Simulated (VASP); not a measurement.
A run of VASP 6.6.1:

POSCAR

```
BaC2
1.0
   -2.2035210000      2.2035210000      3.8162176500
    2.2035210000     -2.2035210000      3.8162176500
    2.2035210000      2.2035210000     -3.8162176500
Ba C
1 2
Direct
    0.0000000000      0.0000000000      0.0000000000
    0.5870080000      0.5870080000      0.0000000000
    0.4129920000      0.4129920000      0.0000000000
```

File INCAR.step1:

```
SYSTEM = BaC2
ALGO = Normal
EDIFF = 1E-4
ENCUT = 520
GGA = PE
ISMEAR = 0
LASPH = .True.
LCHARG = .False.
LREAL = .False.
LWAVE = .True.
NBANDS = 16
NELM = 60
PREC = Accurate
SIGMA = 0.05
```

INCAR.step2

```
SYSTEM = BaC2
ALGO = Normal
EDIFF = 1E-6
ENCUT = 520
ISIF = 2
ISMEAR = 0
ISTART = 1
LASPH = .True.
LCHARG = .False.
LMIXTAU = .True.
LREAL = .False.
LWAVE = .False.
METAGGA = R2SCAN
NBANDS = 16
NELM = 60
PREC = Accurate
SIGMA = 0.05
```

KPOINTS

```
k-points
0
Gamma
  10 10 10
  0 0 0
```

Potentials or basis: VASP PAW PBE potentials, release 64 (Ba_sv, C).

The run is started by

```sh
$ cat potpaw_PBE.64/Ba_sv/POTCAR potpaw_PBE.64/C/POTCAR > POTCAR
$ cp INCAR.step1 INCAR
$ mpirun -np 1 vasp_std > vasp.out
$ cp INCAR.step2 INCAR
$ mpirun -np 1 vasp_std > vasp.out
```

Hardware: 1 thread of Intel(R) Xeon(R) 6975P-C (Granite Rapids), with other jobs on the host.

Task: How long does it take, and how much memory?

Result: Wall time 5.4 min on 1 thread of Intel(R) Xeon(R) 6975P-C (Granite Rapids) (shared host), peak memory 0.34 GiB. Counts: k points 102.
